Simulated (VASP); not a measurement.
Write the native input for VASP 6.6.1 that does the following.

```
Task                   : single point
Functional             : PBE
Potentials or basis    : VASP PAW PBE potentials, release 64 (Al, N)
Cutoff                 : 520 eV
k mesh                 : 8 × 8 × 2
Occupations            : gaussian, width 0.05 eV
Spin                   : no spin polarisation
Dipole correction      : no
Further INCAR settings : ALGO = Normal; EDIFF = 1e-07; NBANDS = 36
```

The structure of AlN lies in POSCAR:

```
AlN
1.0
    2.1839935596     -2.1839935596      0.0000000000
    2.1839935596      0.0000000000     -2.1839935596
   12.0119645778      7.0979790687      7.0979790687
Al N
6 6
Direct
    0.6198166667      0.6198166667      0.0624666667
   -0.6718500000     -0.6718500000      0.8958000000
    0.1614833333      0.1614833333      0.2291333333
    0.2448166667      0.2448166667      0.5624666667
   -0.2968500000     -0.2968500000      0.3958000000
   -0.2135166667     -0.2135166667      0.7291333333
    0.3385666667      0.3385666667      0.4374666667
    0.7969000000      0.7969000000      0.2708000000
   -0.1197666667     -0.1197666667      0.6041333333
   -0.0364333333     -0.0364333333      0.9374666667
   -0.5781000000     -0.5781000000      0.7708000000
    0.2552333333      0.2552333333      0.1041333333
```

The input as run:

INCAR

```
SYSTEM = AlN
ALGO = Normal ; EDIFF = 1E-7
ENCUT = 520 ; GGA = PE
ISIF = 2 ; ISMEAR = 0
LASPH = .TRUE. ; LCHARG = .FALSE.
LREAL = .FALSE. ; LWAVE = .FALSE.
NBANDS = 36 ; NELM = 80
PREC = Accurate ; SIGMA = 0.05
```

KPOINTS

```
k-points
0
G
  8 8 2
  0 0 0
```

Potentials or basis: VASP PAW PBE potentials, release 64 (Al, N).

Launch:

```sh
$ cat potpaw_PBE.64/Al/POTCAR potpaw_PBE.64/N/POTCAR > POTCAR
$ mpirun -np 1 vasp_std > vasp.out
```

Results of the run:

```
Pressure               : 2.5 GPa
Largest force          : 1.049 eV/Å
Band gap on the k mesh : 3.26 eV (least direct gap 3.70 eV)
```

Caveat: forces of over 1 eV/Å act on the atoms, so gaps and moduli don't describe the material at rest.

Wall time 5.3 min on 1 thread of Intel Xeon 8259CL (shared host), peak memory 0.33 GiB.
